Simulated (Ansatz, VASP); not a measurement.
Mg3BeS: VASP beside Ansatz

```
CELL_PARAMETERS angstrom
4.17923 0.00000 0.00000
0.00000 4.17923 0.00000
0.00000 0.00000 8.47456
ATOMIC_POSITIONS crystal
Mg 0.50000 0.00000 0.89206
Mg 0.00000 0.50000 0.89206
Mg 0.50000 0.50000 0.61341
Be 0.50000 0.50000 0.32212
S 0.50000 0.50000 0.09260
```

Alike in both runs: functional PBE; k mesh 6 × 6 × 4; occupations gaussian, width 0.1 eV; no spin polarisation.

Ansatz relaxed the structure, and its values are those at the end. VASP's run is a single point on that final structure, the one shown.

```csv
,VASP,Ansatz
version,VASP 6.6.1,Ansatz 0.2.0
potentials or method,"VASP PAW PBE potentials, release 64 (Mg, Be, S), cutoff 520 eV","scalar-relativistic, plane waves, PAW"
valence electrons in the cell,14,38
```

```csv
,VASP,Ansatz,Ansatz less VASP
gap on the k mesh at the Fermi level (eV),none,none,-
pressure (GPa),0.0,0.0,+0.05
rms of the force components (eV/Å),0.004,0.003,-0.0010
```

A gap of «none» marks a metal or a gap that the smearing closes. VASP's potentials hold 14 valence electrons a cell and Ansatz's 38, so a difference there can come from the potentials and not from the codes.
